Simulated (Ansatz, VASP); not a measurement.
In in VASP and in Ansatz

```xyz
1
Lattice="-1.5999 1.5999 2.5557 1.5999 -1.5999 2.5557 1.5999 1.5999 -2.5557" Properties=species:S:1:pos:R:3 pbc="T T T"
In    0.0000    0.0000    0.0000
```

Alike in both runs: task single point; functional PBEsol; k mesh 22 × 22 × 22; occupations gaussian, width 0.15 eV; no spin polarisation.

|  | VASP | Ansatz |
| --- | --- | --- |
| version | VASP 6.6.1 | Ansatz 0.2.0 |
| potentials or method | VASP PAW PBE potentials, release 64 (In_d), cutoff 520 eV | scalar-relativistic, plane waves, PAW |
| valence electrons in the cell | 13 | 13 |

Ansatz gave:

```
gap on the k mesh at the Fermi level (eV)                     : none
pressure (GPa)                                                : -1.0
traceless stress, the component that is largest in VASP (GPa) : -0.37
```

**Question.** Estimate VASP's values.

**Answer.** gap on the k mesh at the Fermi level (eV): none; pressure (GPa): -0.9; traceless stress, the component that is largest in VASP (GPa): -0.38.

VASP's potentials were made for PBE, not for PBEsol. A gap of «none» marks a metal or a gap that the smearing closes.
